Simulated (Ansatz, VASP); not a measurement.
CdS in VASP and in Ansatz

```
CELL_PARAMETERS angstrom
4.15000 0.00000 0.00000
-2.07500 3.59401 0.00000
0.00000 0.00000 6.73700
ATOMIC_POSITIONS crystal
Cd 0.66667 0.33333 0.50000
Cd 0.33333 0.66667 0.00000
S 0.66667 0.33333 0.87500
S 0.33333 0.66667 0.37500
```

Alike in both runs: task single point; functional PBE-based screened hybrid with a share of 0.4 of exact exchange and HFSCREEN = 0.2; k mesh 4 × 4 × 2; occupations fermi-dirac, width 0.05 eV; no spin polarisation.

|  | VASP | Ansatz |
| --- | --- | --- |
| version | VASP 6.6.1 | Ansatz 0.2.0 |
| potentials or method | VASP PAW PBE potentials, release 64 (Cd, S) | Ansatz PAW |
| plane-wave cutoff (eV) | 520 | 420 |
| valence electrons in the cell | 36 | 52 |

VASP gave:

- gap on the k mesh at the Fermi level (eV): 2.93
- least direct gap on the mesh (eV): 2.93
- pressure (GPa): 0.7
- traceless stress, the component that is largest in VASP (GPa): 0.23
- rms of the force components (eV/Å): 0.039

Q: Estimate Ansatz's values.

A: gap on the k mesh at the Fermi level (eV): 2.93; least direct gap on the mesh (eV): 2.93; pressure (GPa): 0.4; traceless stress, the component that is largest in VASP (GPa): 0.24; rms of the force components (eV/Å): 0.038.

VASP's potentials were made for PBE, not for PBE-based screened hybrid. Atom by atom the forces differ by 0.000 eV/Å (rms over components). The functional is the same, so the differences come from potentials, cutoffs and numerics. VASP's potentials hold 36 valence electrons a cell and Ansatz's 52, so a difference there can come from the potentials and not from the codes.

The k mesh is coarse, so the values compare programs but aren't converged.
